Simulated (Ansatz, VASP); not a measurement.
**ZrC: VASP beside Ansatz**

File INCAR:

```
SYSTEM = ZrC
ALGO     = Normal         ! electronic algorithm
EDIFF    = 1E-6           ! SCF threshold, eV
EDIFFG   = -0.005         ! ionic threshold
ENCUT    = 600            ! plane-wave cutoff, eV
GGA      = PE             ! functional
IBRION   = 2              ! ionic algorithm
ISIF     = 3              ! what is computed and relaxed
ISMEAR   = 0              ! smearing method
LASPH    = .True.         ! aspherical terms in the spheres
LCHARG   = .False.        ! write CHGCAR
LREAL    = .False.        ! projectors in reciprocal space
LWAVE    = .False.        ! write WAVECAR
NELM     = 80             ! most SCF steps
NSW      = 100            ! ionic steps
PREC     = Accurate       ! precision mode
SIGMA    = 0.1            ! smearing width, eV
```

Contents of KPOINTS:

```
k-points
0
Gamma
  16 16 16
  0 0 0
```

The input POSCAR:

```
ZrC
1.0
    0.0000000000      2.3657595687      2.3657595687
    2.3657595687      0.0000000000      2.3657595687
    2.3657595687      2.3657595687      0.0000000000
Zr C
1 1
Direct
    0.5000000000      0.5000000000      0.5000000000
    0.0000000000      0.0000000000      0.0000000000
```

Input for Ansatz:

```yaml
crystal:
  lattice:
    - [0.0, 2.3657595687, 2.3657595687]
    - [2.3657595687, 0.0, 2.3657595687]
    - [2.3657595687, 2.3657595687, 0.0]
  atoms:
    - { symbol: Zr, position: [0.5, 0.5, 0.5] }
    - { symbol: C, position: [0.0, 0.0, 0.0] }
basis:
  ecutwfc: 420
kpoints:
  mp_grid: { grid: [16, 16, 16] }
hamiltonian:
  xc: pbe
scf:
  occupations: { method: gaussian, width: 0.1 }
output:
  forces: true
  stress: true
  eigenvalues: true
relax:
  adjacent_minimum: "off"
  f_tol: 0.005
  max_steps: 80
  cell: { stress_tol: 0.05 }
```

Alike in both runs: task relaxation of cell and atoms; functional PBE; k mesh 16 × 16 × 16; occupations gaussian, width 0.1 eV; no spin polarisation.

|  | VASP | Ansatz |
| --- | --- | --- |
| version | VASP 6.6.1 | Ansatz 0.2.0 |
| potentials or method | VASP PAW PBE potentials, release 64 (Zr_sv, C), cutoff 600 eV | scalar-relativistic, plane waves, PAW |
| valence electrons in the cell | 16 | 16 |

|  | VASP | Ansatz | Ansatz less VASP |
| --- | --- | --- | --- |
| gap on the k mesh at the Fermi level, each at its own relaxed structure (eV) | none | none | - |
| relaxed volume (Å³/atom) | 13.06 | 13.05 | -0.009 |
| relaxed length of the cell vector where the two differ most in proportion (Å) | 3.330 | 3.330 | -0.0007 |

A gap of «none» marks a metal or a gap that the smearing closes.
